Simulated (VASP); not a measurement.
Input of a VASP 6.6.1 run:

The input INCAR:

```
SYSTEM = NaCl
  ALGO = Normal
  EDIFF = 1E-6
  ENCUT = 500
  GGA = PE
  GGA_COMPAT = .False.
  ISIF = 2
  ISMEAR = 0
  LASPH = .True.
  LCHARG = .True.
  LELF = .True.
  LREAL = .False.
  LVHAR = .True.
  LWAVE = .False.
  NBANDS = 14
  NELM = 120
  PREC = Accurate
  SIGMA = 0.01
```

File KPOINTS:

```
k-points
0
Gamma
  4 4 4
  0 0 0
```

Contents of POSCAR:

```
NaCl
1.0
    0.0000000000      2.8100000000      2.8100000000
    2.8100000000      0.0000000000      2.8100000000
    2.8100000000      2.8100000000      0.0000000000
Na Cl
1 1
Direct
   -0.0006737409     -0.0019390684      0.0007922166
    0.5004369294      0.5012575097      0.4994862364
```

Potentials or basis: VASP PAW PBE potentials, release 64 (Na_pv, Cl).

Run with:

```sh
$ cat potpaw_PBE.64/Na_pv/POTCAR potpaw_PBE.64/Cl/POTCAR > POTCAR
$ mpirun -np 1 vasp_std > vasp.out
```

Estimate the pressure.

1.0 GPa.

Predict the largest force.

0.019 eV/Å.

Estimate the band gap on the k mesh.

5.15 eV, direct.

Forces in eV/Å, atoms in the order of the input:
```
Na   0.008 -0.001  0.018
Cl  -0.008  0.001 -0.018
```

Caveat: the k points lie up to 0.48 Å⁻¹ apart. As with any semilocal functional, this PBE gap is likely too small.
